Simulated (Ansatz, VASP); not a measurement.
Two plane-wave programs on CaSe

INCAR

```
PREC = Accurate
ENCUT = 520
EDIFF = 1E-7
ISMEAR = 0
SIGMA = 0.01
LREAL = F
LASPH = T
NELM = 80
ALGO = Normal
ISIF = 2
LWAVE = F
LCHARG = T
GGA = CA
LELF = T
LVHAR = T
NBANDS = 15
```

The input KPOINTS:

```
Automatic mesh
0
Gamma
  6 6 6
```

Contents of POSCAR:

```
CaSe
1.0
    3.6347849234      0.0000000000      0.0000000000
    0.0000000000      3.6347849234      0.0000000000
    0.0000000000      0.0000000000      3.6347849234
Ca Se
1 1
Direct
    0.0000000000      0.0000000000      0.0000000000
    0.5000000000      0.5000000000      0.5000000000
```

Input for Ansatz:

```yaml
crystal:
  lattice:
    - [3.6347849234, 0.0, 0.0]
    - [0.0, 3.6347849234, 0.0]
    - [0.0, 0.0, 3.6347849234]
  atoms:
    - { symbol: Ca, position: [0.0, 0.0, 0.0] }
    - { symbol: Se, position: [0.5, 0.5, 0.5] }
kpoints:
  mp_grid: { grid: [6, 6, 6] }
hamiltonian:
  xc: lda
scf:
  occupations: { method: fixed }
output:
  optics:
    e_range: [2, 15]
    de: 0.05
    sigma: 0.05
    scissors: 2.5
    scheme: gaussian
    bands: auto
  write_density: true
  write_potential: true
  elf: true
  volumetric_format: npy
```

Alike in both runs: task single point; functional LDA; k mesh 6 × 6 × 6; no spin polarisation.

```csv
,VASP,Ansatz
version,VASP 6.6.1,Ansatz 0.2.0
potentials or method,"VASP PAW LDA potentials, release 64 (Ca_sv, Se)","plane waves, PAW"
plane-wave cutoff (eV),520,420
occupations,"gaussian, width 0.01 eV",fixed
valence electrons in the cell,16,26
```

|  | VASP | Ansatz | Ansatz less VASP |
| --- | --- | --- | --- |
| gap on the k mesh at the Fermi level (eV) | 0.60 | 0.61 | +0.009 |

LDA's correlation is that of Perdew and Zunger in VASP and of Perdew and Wang (1992) in Ansatz. VASP's potentials hold 16 valence electrons a cell and Ansatz's 26, so a difference there can come from the potentials and not from the codes.
